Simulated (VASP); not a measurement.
# EuS (Fm-3m) in VASP: further runs, part 3 of 3

VASP 6.6.1. Earlier steps stand in the parts before.

## 5. Single point, PBEsol, collinear spin, ferromagnetic start

INCAR reads:

```
PREC = Accurate ; ENCUT = 600
EDIFF = 1E-6 ; ISMEAR = 0
SIGMA = 0.05 ; LREAL = False
LASPH = True ; NELM = 200
ALGO = Normal ; ISIF = 2
LWAVE = False ; LCHARG = False
ISPIN = 2 ; MAGMOM = 7 0
LORBIT = 11 ; LMAXMIX = 6
GGA = PS ; NBANDS = 22
GGA_COMPAT = False
```

KPOINTS reads:

```
regular mesh
0
Gamma
  8 8 8
```

POSCAR reads:

```
EuS
1.0
    0.0000000000      2.9785000000      2.9785000000
    2.9785000000      0.0000000000      2.9785000000
    2.9785000000      2.9785000000      0.0000000000
Eu S
1 1
Direct
    0.0000000000      0.0000000000      0.0000000000
    0.5000000000      0.5000000000      0.5000000000
```

Potentials or basis: VASP PAW PBE potentials, release 64 (Eu, S).

Launch:

```bash
$ cat potpaw_PBE.64/Eu/POTCAR potpaw_PBE.64/S/POTCAR > POTCAR
$ mpirun -np 1 vasp_std > vasp.out
```

OUTCAR:

```text
PREC = Accurate
   ENCUT = 600
   EDIFF = 1E-6
   ISMEAR = 0
   LREAL = False
   LASPH = True
   NELM = 200
   ISIF = 2
   ISPIN = 2
   LORBIT = 11
   GGA = PS

 ion  position               nearest neighbor table
   1  0.000  0.000  0.000-   2 2.98   2 2.98   2 2.98   2 2.98   2 2.98   2 2.98
   2  0.500  0.500  0.500-   1 2.98   1 2.98   1 2.98   1 2.98   1 2.98   1 2.98

  LATTYP: Found a face centered cubic cell.
 ALAT       =     5.9570000000

  Lattice vectors:

 A1 = (   0.0000000000,   2.9785000000,   2.9785000000)
 A2 = (   2.9785000000,   0.0000000000,   2.9785000000)
 A3 = (   2.9785000000,   2.9785000000,   0.0000000000)

Analysis of symmetry for initial positions (statically):
=====================================================================
 Subroutine PRICEL returns:
 Original cell was already a primitive cell.

 Routine SETGRP: Setting up the symmetry group for a
 face centered cubic supercell.

 Subroutine GETGRP returns: Found 48 space group operations
 (whereof 48 operations were pure point group operations)
 out of a pool of 48 trial point group operations.

The static configuration has the point symmetry O_h .

Analysis of symmetry for dynamics (positions and initial velocities):
=====================================================================
 Subroutine PRICEL returns:
 Original cell was already a primitive cell.

 Routine SETGRP: Setting up the symmetry group for a
 face centered cubic supercell.

 Subroutine GETGRP returns: Found 48 space group operations
 (whereof 48 operations were pure point group operations)
 out of a pool of 48 trial point group operations.

The dynamic configuration has the point symmetry O_h .

Analysis of structural, dynamic, and magnetic symmetry:
=====================================================================
 Subroutine PRICEL returns:
 Original cell was already a primitive cell.

 Routine SETGRP: Setting up the symmetry group for a
 face centered cubic supercell.

 Subroutine GETGRP returns: Found 48 space group operations
 (whereof 48 operations were pure point group operations)
 out of a pool of 48 trial point group operations.

The overall configuration has the point symmetry O_h .

 Subroutine INISYM returns: Found 48 space group operations
 (whereof 48 operations are pure point group operations),
 and found     1 'primitive' translations

----------------------------------------------------------------------------------------

                                     Primitive cell

  volume of cell :      52.8473

  direct lattice vectors                    reciprocal lattice vectors
     0.000000000  2.978500000  2.978500000    -0.167869733  0.167869733  0.167869733
     2.978500000  0.000000000  2.978500000     0.167869733 -0.167869733  0.167869733
     2.978500000  2.978500000  0.000000000     0.167869733  0.167869733 -0.167869733

  length of vectors
     4.212235096  4.212235096  4.212235096     0.290758907  0.290758907  0.290758907

  position of ions in fractional coordinates (direct lattice)
     0.000000000  0.000000000  0.000000000
     0.500000000  0.500000000  0.500000000

  ion indices of the primitive-cell ions
[... 63 lines left out ...]
   NGX,Y,Z   is equivalent  to a cutoff of  14.21, 14.21, 14.21 a.u.
   NGXF,Y,Z  is equivalent  to a cutoff of  28.42, 28.42, 28.42 a.u.
 SYSTEM =  unknown system
   PREC   = accura    normal or accurate (medium, high low for compatibility)
   ISTART =      0    job   : 0-new  1-cont  2-samecut
   ICHARG =      2    charge: 1-file 2-atom 10-const
   ISPIN  =      2    spin polarized calculation?
   LNONCOLLINEAR =      F non collinear calculations
   LSORBIT =      F    spin-orbit coupling
   LASPH  =      T    aspherical Exc in radial PAW
   ENCUT  =  600.0 eV  44.10 Ry    6.64 a.u.   8.41  8.41  8.41*2*pi/ulx,y,z
   NELM   =    200;   NELMIN=  2; NELMDL= -5     # of ELM steps
   EDIFF  = 0.1E-05   stopping-criterion for ELM
   LREAL  =      F    real-space projection
   EDIFFG = 0.1E-04   stopping-criterion for IOM
   NSW    =      0    number of steps for IOM
   IBRION =     -1    ionic relax: 0-MD 1-quasi-New 2-CG
   NFREE  =      0    steps in history (QN), initial steepest desc. (CG)
   ISIF   =      2    stress and relaxation
   ISYM   =      2    0-nonsym 1-usesym 2-fastsym
   POTIM  = 0.5000    time-step for ionic-motion
   TEBEG  =    0.0;   TEEND  =   0.0 temperature during run
   PSTRESS=    0.0 pullay stress
   NELECT =      23.0000    total number of electrons
   NUPDOWN=      -1.0000    fix difference up-down
   EMIN   =  10.00;   EMAX   =-10.00  energy-range for DOS
   EFERMI =   0.00;   METHOD = LEGACY
   ISMEAR =     0;   SIGMA  =   0.05  broadening in eV -4-tet -1-fermi 0-gaus
   EFERMI_NEDOS =   21; number of points for ismear=-14 and -15
   IALGO  =     38    algorithm
   IMIX   =      4    mixing-type and parameters
     AMIX     =   0.40;   BMIX     =  1.00
     AMIX_MAG =   1.60;   BMIX_MAG =  1.00
  volume/ion in A,a.u.               =      26.42       178.32
  Fermi-wavevector in a.u.,A,eV,Ry     =   1.240633  2.344456 20.941667  1.539169
  Thomas-Fermi vector in A             =   2.375065
   LORBIT       =     11    0 simple, 1 ext, 2 COOP (PROOUT), +10 PAW based schemes
   GGA     = PS    functional components
   LHFCALC =     F    Hartree Fock is set to
   AEXX    =    0.0000 exact exchange contribution
   IVDW    =     0    specifies the selected vdW correction
   LEPSILON=     F    determine dielectric tensor
   LRPA    =     F    only Hartree local field effects (RPA)
 spin polarized calculation
 Gauss-broadening in eV      SIGMA  =   0.05
  energy-cutoff  :      600.00
  volume of cell :       52.85
 maximum number of plane-waves:      1807
 NGX is ok and might be reduce to    36
   NGX = 17   NGY = 17   NGZ = 17

 number of electron      22.9999997 magnetization       6.9783442

 Free energy of the ion-electron system (eV)
  ---------------------------------------------------
  ext. energy  EPLUGINS =         0.00000000
  ---------------------------------------------------
  free energy    TOTEN  =       -20.47230545 eV

  energy without entropy =      -20.47114877  energy(sigma->0) =      -20.47172711

 E-fermi :   4.1109     XC(G=0):  -9.8315

 val. band max:        4.0740302666   @ k =   0.1250   0.0000   0.0000
 cond. band min:       4.1120884101   @ k =   0.1250   0.1250   0.0000
 fundamental gap:      0.0380581435
 Fermi energy:         4.1109281212

 spin component 1

 k-point     1 :       0.0000    0.0000    0.0000
  band No.  band energies     occupation
      1     -37.3441      1.00000
      2     -16.0509      1.00000
      3     -16.0509      1.00000
      4     -16.0509      1.00000
      5      -9.2846      1.00000
      6       1.4073      1.00000
[... 589 lines left out ...]
     21      10.2702      0.00000
     22      11.2093      0.00000

 [... further k-points ...]

 spin component 2

 k-point     1 :       0.0000    0.0000    0.0000
  band No.  band energies     occupation
      1     -34.2877      1.00000
      2     -13.7921      1.00000
      3     -13.7921      1.00000
      4     -13.7921      1.00000
      5      -9.2738      1.00000
      6       1.5690      1.00000
[... 589 lines left out ...]
     21      11.2767      0.00000
     22      12.0759      0.00000

 [... further k-points ...]
[... 5 lines left out ...]
  --------------------------------------------------------------------------------------
  -------------------------------------------------------------------------------------
  Total       -1.8800233     -1.8800233     -1.8800233      0.0000000      0.0000000      0.0000000
  in kB      -56.9968712    -56.9968712    -56.9968712      0.0000000      0.0000000      0.0000000
  external PRESSURE =     -56.9968712 kB  Pullay stress =       0.0000000 kB

 VOLUME and BASIS-vectors are now :
 -----------------------------------------------------------------------------
  energy-cutoff  :      600.00
  volume of cell :       52.85
      direct lattice vectors                 reciprocal lattice vectors
     0.000000000  2.978500000  2.978500000    -0.167869733  0.167869733  0.167869733
     2.978500000  0.000000000  2.978500000     0.167869733 -0.167869733  0.167869733
     2.978500000  2.978500000  0.000000000     0.167869733  0.167869733 -0.167869733

 POSITION                                       TOTAL-FORCE (eV/Angst)
 -----------------------------------------------------------------------------------
      0.00000      0.00000      0.00000        -0.000000      0.000000      0.000000
      2.97850      2.97850      2.97850         0.000000      0.000000     -0.000000
 -----------------------------------------------------------------------------------
    total drift:                               -0.000000      0.000000      0.000000

  FREE ENERGIE OF THE ION-ELECTRON SYSTEM (eV)
  ---------------------------------------------------
  free  energy   TOTEN  =       -20.4723054510 eV

  energy  without entropy=      -20.4711487657  energy(sigma->0) =      -20.47172711

 total charge

# of ion       s       p       d       f       tot
--------------------------------------------------
    1        2.023   5.724   0.312   6.643  14.701
    2        1.311   2.400   0.000   0.000   3.711
--------------------------------------------------
tot          3.334   8.124   0.312   6.643  18.412

 magnetization (x)

# of ion       s       p       d       f       tot
--------------------------------------------------
    1       -0.012  -0.101   0.093   6.612   6.592
    2       -0.007  -0.067   0.000   0.000  -0.074
--------------------------------------------------
tot         -0.019  -0.168   0.093   6.612   6.518
```

Run time: 3.9 min. Hardware: 1 thread of Intel Xeon 8259CL, shared host; peak memory 0.29 GiB.

Results:

```yaml
Free_energy: -20.4723 eV
Pressure: -5.7 GPa
Band_gap_on_the_k_mesh: zero (filled and empty bands overlap)
Net_moment: 6.98 μB per cell
Site_moments: Eu +6.59; S -0.07 μB
Valence_electrons_inside_the_program's_atomic_spheres: Eu 14.70; S 3.71
```

Caveat: the cell stands under tension; the PAW data sets were made with another functional, which shifts forces and pressure a little; spin-orbit coupling is left out, which moves the levels of the heavy elements; a cell with one magnetic atom can't hold antiferromagnetic order, which such compounds often take; semilocal functionals describe open f shells poorly, which spoils levels, moments and volumes.

## 6. Single point, PBEsol, collinear spin, ferromagnetic start

INCAR reads:

```
PREC     = Accurate       # precision mode
ENCUT    = 600            # plane-wave cutoff, eV
EDIFF    = 1E-6           # SCF threshold, eV
ISMEAR   = -1             # smearing method
SIGMA    = 0.05           # smearing width, eV
LREAL    = F              # projectors in reciprocal space
LASPH    = T              # aspherical terms in the spheres
NELM     = 200            # most SCF steps
ALGO     = Normal         # electronic algorithm
ISIF     = 2              # what is computed and relaxed
LWAVE    = F              # write WAVECAR
LCHARG   = F              # write CHGCAR
ISPIN    = 2              # spin polarisation
MAGMOM   = 7 0            # initial moments
LORBIT   = 11             # projections on sites
LMAXMIX  = 6              # l up to which the mixer works
GGA      = PS             # functional
NBANDS   = 22             # bands
GGA_COMPAT= F
```

KPOINTS reads:

```
Automatic mesh
0
Gamma
  8 8 8
```

POSCAR is that of step 5.

Potentials or basis: VASP PAW PBE potentials, release 64 (Eu, S).

Launch:

```bash
$ cat potpaw_PBE.64/Eu/POTCAR potpaw_PBE.64/S/POTCAR > POTCAR
$ mpirun -np 1 vasp_std > vasp.out
```

Run time: 4.8 min. Hardware: 1 thread of AMD EPYC 7R13, shared host; peak memory 0.26 GiB.

The run converged. Its results:

```yaml
Free_energy: -20.4765 eV
Pressure: -5.7 GPa
Band_gap_on_the_k_mesh: zero (filled and empty bands overlap)
Net_moment: 6.97 μB per cell
Site_moments: Eu +6.59; S -0.07 μB
Valence_electrons_inside_the_program's_atomic_spheres: Eu 14.70; S 3.71
```

Levels at points of the mesh, in eV from the Fermi level:
Spin up:
| k point | band 13 | band 14 | band 15 | band 16 | band 17 | band 18 |
| --- | --- | --- | --- | --- | --- | --- |
| (0.00, 0.00, 0.00) | 0.05 | 0.05 | 0.05 | 0.69 | 1.01 | 1.01 |
| (0.50, 0.00, 0.00) | -0.32 | -0.28 | -0.27 | 2.85 | 3.18 | 3.60 |
| (0.50, 0.50, 0.00) | -0.33 | -0.29 | -0.10 | -0.10 | 3.05 | 3.12 |
Spin down:
```
           k point  band 6  band 7  band 8  band 9  band 10  band 11
(0.00, 0.00, 0.00)   -2.58   -2.58   -2.58    1.30     1.78     1.78
(0.50, 0.00, 0.00)   -5.15   -3.72   -3.72    2.76     3.97     3.99
(0.50, 0.50, 0.00)   -3.74   -2.94   -2.94   -0.23     3.83     3.91
```

Caveat: the cell stands under tension; the PAW data sets were made with another functional, which shifts forces and pressure a little; spin-orbit coupling is left out, which moves the levels of the heavy elements; a cell with one magnetic atom can't hold antiferromagnetic order, which such compounds often take; semilocal functionals describe open f shells poorly, which spoils levels, moments and volumes.

## 7. The runs side by side

| task | level | cell | k mesh | cutoff (eV) | smearing | grid for exact exchange (PRECFOCK) | share of exact exchange | screening parameter | gap on the mesh (eV) | pressure (GPa) | moment (μB) |
| --- | --- | --- | --- | --- | --- | --- | --- | --- | --- | --- | --- |
| single point | PBEsol-based screened hybrid with 25 % exact exchange | as given | 4 × 4 × 4 | 520 | fermi-dirac 0.05 eV | Normal | 0.25 | 0.207 1/Å | 0.39 | -2.0 | 7.00 |
| relaxation of cell and atoms | BLYP+D4 | relaxed | 8 × 8 × 8 | 600 | fermi-dirac 0.05 eV | - | - | - | none | 0.0 | 6.95 |
| single point | RPBE | as given | 8 × 8 × 8 | 600 | gaussian 0.05 eV | - | - | - | none | -0.5 | 6.99 |
| single point | PBEsol | as given | 8 × 8 × 8 | 600 | gaussian 0.05 eV | - | - | - | none | -5.7 | 6.98 |
| single point | PBEsol | as given | 8 × 8 × 8 | 600 | fermi-dirac 0.05 eV | - | - | - | none | -5.7 | 6.97 |

Alike in all rows: potentials or basis VASP PAW PBE potentials, release 64 (Eu, S); spin collinear, ferromagnetic start.

Caveats: some runs use coarse meshes; the PAW data sets were made with another functional, which shifts forces and pressure a little; spin-orbit coupling is left out, which moves the levels of the heavy elements; a cell with one magnetic atom can't hold antiferromagnetic order, which such compounds often take; semilocal functionals describe open f shells poorly, which spoils levels, moments and volumes (at least some runs); the cell stands under tension (at least some runs).

Total energies depend on the potentials used, so only differences within one code and one set of settings carry meaning.

## 8. Comparison with measurements

Step 4. A measured gap of EuS is 1.72 eV (optical; 300 K; powder; “Crystal-field mediated electronic transitions of EuS up to 35 GPa”, 2022, pmc:8786971); the calculated 0.00 eV misses it by -1.72 eV. So large a miss can be the level of theory's own, or it may mean another phase, state or a wrong row. Spin-orbit coupling on Eu is left out. The value is that of RPBE on a finite k mesh, which can miss the band edges, without temperature or zero-point motion. Semilocal functionals fall short of measured gaps as a rule. The run's magnetic order (collinear spin, ferromagnetic start) needn't be the measured crystal's.
